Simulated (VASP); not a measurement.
# Cr (Im-3m) in VASP: further runs, part 2 of 2

VASP 6.6.1. The steps go on from the part before.

**4. Single point, PBEsol, collinear spin, antiferromagnetic start**

Contents of INCAR:

```
PREC = Accurate
ENCUT = 520
EDIFF = 1E-6
ISMEAR = -1
SIGMA = 0.1
LREAL = False
LASPH = True
NELM = 150
ALGO = Normal
ISIF = 2
LWAVE = False
LCHARG = False
ISPIN = 2
MAGMOM = 3.6 -3.6
LORBIT = 11
LMAXMIX = 4
GGA = PS
NBANDS = 23
```

Contents of KPOINTS:

```
Automatic mesh
0
Gamma
  9 9 9
```

Contents of POSCAR:

```
Cr
1.0
    2.9688990000      0.0000000000      0.0000000000
    0.0000000000      2.9688990000      0.0000000000
    0.0000000000      0.0000000000      2.9688990000
Cr
2
Direct
    0.0000000000      0.0000000000      0.0000000000
    0.5000000000      0.5000000000      0.5000000000
```

Potentials or basis: VASP PAW PBE potentials, release 64 (Cr_pv).

Command:

```sh
> cat potpaw_PBE.64/Cr_pv/POTCAR > POTCAR
> mpirun -np 1 vasp_std > vasp.out
```

OUTCAR:

```text
PREC = Accurate
   ENCUT = 520
   EDIFF = 1E-6
   ISMEAR = -1
   LREAL = False
   LASPH = True
   NELM = 150
   ISIF = 2
   ISPIN = 2
   LORBIT = 11
   GGA = PS

 ion  position               nearest neighbor table
   1  0.000  0.000  0.000-   2 2.57   2 2.57   2 2.57   2 2.57   2 2.57   2 2.57   2 2.57   2 2.57

   2  0.500  0.500  0.500-   1 2.57   1 2.57   1 2.57   1 2.57   1 2.57   1 2.57   1 2.57   1 2.57

  LATTYP: Found a simple cubic cell.
 ALAT       =     2.9688990000

  Lattice vectors:

 A1 = (   2.9688990000,   0.0000000000,   0.0000000000)
 A2 = (   0.0000000000,   2.9688990000,   0.0000000000)
 A3 = (   0.0000000000,   0.0000000000,   2.9688990000)

Analysis of symmetry for initial positions (statically):
=====================================================================
 Subroutine PRICEL returns following result:

  LATTYP: Found a body centered cubic cell.
 ALAT       =     2.9688990000
[... 12 lines left out ...]
 Subroutine GETGRP returns: Found 48 space group operations
 (whereof 48 operations were pure point group operations)
 out of a pool of 48 trial point group operations.

The static configuration has the point symmetry O_h .

Analysis of symmetry for dynamics (positions and initial velocities):
=====================================================================
 Subroutine PRICEL returns following result:

  LATTYP: Found a body centered cubic cell.
 ALAT       =     2.9688990000
[... 12 lines left out ...]
 Subroutine GETGRP returns: Found 48 space group operations
 (whereof 48 operations were pure point group operations)
 out of a pool of 48 trial point group operations.

The dynamic configuration has the point symmetry O_h .

Analysis of structural, dynamic, and magnetic symmetry:
=====================================================================
 Subroutine PRICEL returns following result:

  LATTYP: Found a body centered cubic cell.
 ALAT       =     2.9688990000
[... 12 lines left out ...]
 Subroutine GETGRP returns: Found 48 space group operations
 (whereof 48 operations were pure point group operations)
 out of a pool of 48 trial point group operations.

The overall configuration has the point symmetry O_h .

 Subroutine INISYM returns: Found 48 space group operations
 (whereof 48 operations are pure point group operations),
 and found     2 'primitive' translations

----------------------------------------------------------------------------------------

                                     Primitive cell

  volume of cell :      13.0845

  direct lattice vectors                    reciprocal lattice vectors
     1.484449500  1.484449500 -1.484449500     0.336825200  0.336825200  0.000000000
    -1.484449500  1.484449500  1.484449500    -0.000000000  0.336825200  0.336825200
     1.484449500 -1.484449500  1.484449500     0.336825200  0.000000000  0.336825200

  length of vectors
     2.571141955  2.571141955  2.571141955     0.476342766  0.476342766  0.476342766

  position of ions in fractional coordinates (direct lattice)
     0.000000000  0.000000000  0.000000000

  ion indices of the primitive-cell ions
   primitive index   ion index
                 1           1

----------------------------------------------------------------------------------------

 KPOINTS: Automatic mesh

[... 56 lines left out ...]
   NGXF,Y,Z  is equivalent  to a cutoff of  26.88, 26.88, 26.88 a.u.
 SYSTEM =  unknown system
   PREC   = accura    normal or accurate (medium, high low for compatibility)
   ISTART =      0    job   : 0-new  1-cont  2-samecut
   ICHARG =      2    charge: 1-file 2-atom 10-const
   ISPIN  =      2    spin polarized calculation?
   LNONCOLLINEAR =      F non collinear calculations
   LSORBIT =      F    spin-orbit coupling
   LASPH  =      T    aspherical Exc in radial PAW
   ENCUT  =  520.0 eV  38.22 Ry    6.18 a.u.   5.52  5.52  5.52*2*pi/ulx,y,z
   NELM   =    150;   NELMIN=  2; NELMDL= -5     # of ELM steps
   EDIFF  = 0.1E-05   stopping-criterion for ELM
   LREAL  =      F    real-space projection
   EDIFFG = 0.1E-04   stopping-criterion for IOM
   NSW    =      0    number of steps for IOM
   IBRION =     -1    ionic relax: 0-MD 1-quasi-New 2-CG
   NFREE  =      0    steps in history (QN), initial steepest desc. (CG)
   ISIF   =      2    stress and relaxation
   ISYM   =      2    0-nonsym 1-usesym 2-fastsym
   POTIM  = 0.5000    time-step for ionic-motion
   TEBEG  =    0.0;   TEEND  =   0.0 temperature during run
   PSTRESS=    0.0 pullay stress
   NELECT =      24.0000    total number of electrons
   NUPDOWN=      -1.0000    fix difference up-down
   EMIN   =  10.00;   EMAX   =-10.00  energy-range for DOS
   EFERMI =   0.00;   METHOD = LEGACY
   ISMEAR =    -1;   SIGMA  =   0.10  broadening in eV -4-tet -1-fermi 0-gaus
   EFERMI_NEDOS =   21; number of points for ismear=-14 and -15
   IALGO  =     38    algorithm
   IMIX   =      4    mixing-type and parameters
     AMIX     =   0.40;   BMIX     =  1.00
     AMIX_MAG =   1.60;   BMIX_MAG =  1.00
  volume/ion in A,a.u.               =      13.08        88.30
  Fermi-wavevector in a.u.,A,eV,Ry     =   1.590559  3.005721 34.421085  2.529878
  Thomas-Fermi vector in A             =   2.689235
   LORBIT       =     11    0 simple, 1 ext, 2 COOP (PROOUT), +10 PAW based schemes
   GGA     = PS    functional components
   LHFCALC =     F    Hartree Fock is set to
   AEXX    =    0.0000 exact exchange contribution
   IVDW    =     0    specifies the selected vdW correction
   LEPSILON=     F    determine dielectric tensor
   LRPA    =     F    only Hartree local field effects (RPA)
 spin polarized calculation
  energy-cutoff  :      520.00
  volume of cell :       26.17
 maximum number of plane-waves:       739
 NGX is ok and might be reduce to    24
   NGX = 11   NGY = 11   NGZ = 11

 number of electron      24.0000016 magnetization       0.0000000

 number of electron      24.0000016 magnetization      -0.0000000

 Free energy of the ion-electron system (eV)
  ---------------------------------------------------
  ext. energy  EPLUGINS =         0.00000000
  ---------------------------------------------------
  free energy    TOTEN  =       -20.17101170 eV

  energy without entropy =      -20.14595873  energy(sigma->0) =      -20.15848521

 E-fermi :   9.1852     XC(G=0): -13.0774

 val. band max:        9.1755988038   @ k =   0.4444   0.4444   0.1111
 cond. band min:       9.3170053380   @ k =   0.4444   0.1111   0.1111
 fundamental gap:      0.1414065343
 Fermi energy:         9.1852156313

 spin component 1

 k-point     1 :       0.0000    0.0000    0.0000
  band No.  band energies     occupation
      1     -34.4035      1.00000
      2     -34.4035      1.00000
      3     -34.4035      1.00000
      4     -32.6779      1.00000
      5     -32.6779      1.00000
      6     -32.6779      1.00000
[... 613 lines left out ...]
     22      19.8326      0.00000
     23      23.5420      0.00000

 [... further k-points ...]

 spin component 2

 k-point     1 :       0.0000    0.0000    0.0000
  band No.  band energies     occupation
      1     -34.4035      1.00000
      2     -34.4035      1.00000
      3     -34.4035      1.00000
      4     -32.6779      1.00000
      5     -32.6779      1.00000
      6     -32.6779      1.00000
[... 613 lines left out ...]
     22      19.8326      0.00000
     23      23.5420      0.00000

 [... further k-points ...]
[... 5 lines left out ...]
  --------------------------------------------------------------------------------------
  -------------------------------------------------------------------------------------
  Total       -3.6182766     -3.6182766     -3.6182766     -0.0000000      0.0000000     -0.0000000
  in kB     -221.5267001   -221.5267001   -221.5267001     -0.0000000      0.0000000     -0.0000000
  external PRESSURE =    -221.5267001 kB  Pullay stress =       0.0000000 kB

 VOLUME and BASIS-vectors are now :
 -----------------------------------------------------------------------------
  energy-cutoff  :      520.00
  volume of cell :       26.17
      direct lattice vectors                 reciprocal lattice vectors
     2.968899000  0.000000000  0.000000000     0.336825200  0.000000000  0.000000000
     0.000000000  2.968899000  0.000000000     0.000000000  0.336825200  0.000000000
     0.000000000  0.000000000  2.968899000     0.000000000  0.000000000  0.336825200

 POSITION                                       TOTAL-FORCE (eV/Angst)
 -----------------------------------------------------------------------------------
      0.00000      0.00000      0.00000        -0.000000     -0.000000     -0.000000
      1.48445      1.48445      1.48445         0.000000      0.000000      0.000000
 -----------------------------------------------------------------------------------
    total drift:                                0.000000      0.000000     -0.000000

  FREE ENERGIE OF THE ION-ELECTRON SYSTEM (eV)
  ---------------------------------------------------
  free  energy   TOTEN  =       -20.1710116985 eV

  energy  without entropy=      -20.1459587311  energy(sigma->0) =      -20.15848521

 total charge

# of ion       s       p       d       tot
------------------------------------------
    1        0.389   6.332   4.099  10.820
    2        0.389   6.332   4.099  10.820
--------------------------------------------------
tot          0.777  12.664   8.198  21.640

 magnetization (x)

# of ion       s       p       d       tot
------------------------------------------
    1        0.017   0.013   1.647   1.677
    2       -0.017  -0.013  -1.647  -1.677
--------------------------------------------------
tot          0.000   0.000   0.000   0.000
```

Run time: 88 s. Hardware: 1 thread of AMD EPYC 7R13, shared host; peak memory 0.13 GiB.

Results:

```
Free energy                                           : -20.1710 eV
Pressure                                              : -22.2 GPa
Band gap on the k mesh                                : zero (filled and empty bands overlap)
Net moment                                            : 0.00 μB per cell
Site moments                                          : Cr +1.68, -1.68 μB
Valence electrons inside the program's atomic spheres : Cr 10.82
```

Levels at points of the mesh, in eV from the Fermi level:
Spin up:
```
           k point  band 8  band 9  band 10  band 11  band 12  band 13  band 14  band 15  band 16  band 17
(0.00, 0.00, 0.00)   -3.62   -3.62    -0.82    -0.82    -0.82     1.19     1.19     2.50     2.50     2.50
```
Spin down:
| k point | band 8 | band 9 | band 10 | band 11 | band 12 | band 13 | band 14 | band 15 | band 16 | band 17 |
| --- | --- | --- | --- | --- | --- | --- | --- | --- | --- | --- |
| (0.00, 0.00, 0.00) | -3.62 | -3.62 | -0.82 | -0.82 | -0.82 | 1.19 | 1.19 | 2.50 | 2.50 | 2.50 |

Caveat: the PAW data sets were made with another functional, which shifts forces and pressure a little.
